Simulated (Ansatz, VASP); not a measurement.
# One calculation of I, two programs

```
I
1.0
     0.00000    2.24793    3.76813
     2.23992    0.00000    3.76813
     2.23992    2.24793    0.00000
I
1
Direct
  0.00000 0.00000 0.00000
```

Alike in both runs: functional PBEsol; k mesh 14 × 14 × 14; occupations gaussian, width 0.1 eV; no spin polarisation.

Ansatz relaxed the structure, and its values are those at the end. VASP's run is a single point on that final structure, the one shown.

|  | VASP | Ansatz |
| --- | --- | --- |
| version | VASP 6.6.1 | Ansatz 0.2.0 |
| potentials or method | VASP PAW PBE potentials, release 64 (I), cutoff 520 eV | scalar-relativistic, plane waves, PAW |
| valence electrons in the cell | 7 | 17 |

```csv
,VASP,Ansatz,Ansatz less VASP
gap on the k mesh at the Fermi level (eV),none,none,-
pressure (GPa),0.0,0.0,0.00
```

VASP's potentials were made for PBE, not for PBEsol. A gap of «none» marks a metal or a gap that the smearing closes. With one functional, cell and mesh, what is left measures potentials, basis and numerics. VASP's potentials hold 7 valence electrons a cell and Ansatz's 17, so a difference there can come from the potentials and not from the codes.

Spin-orbit coupling is off throughout.
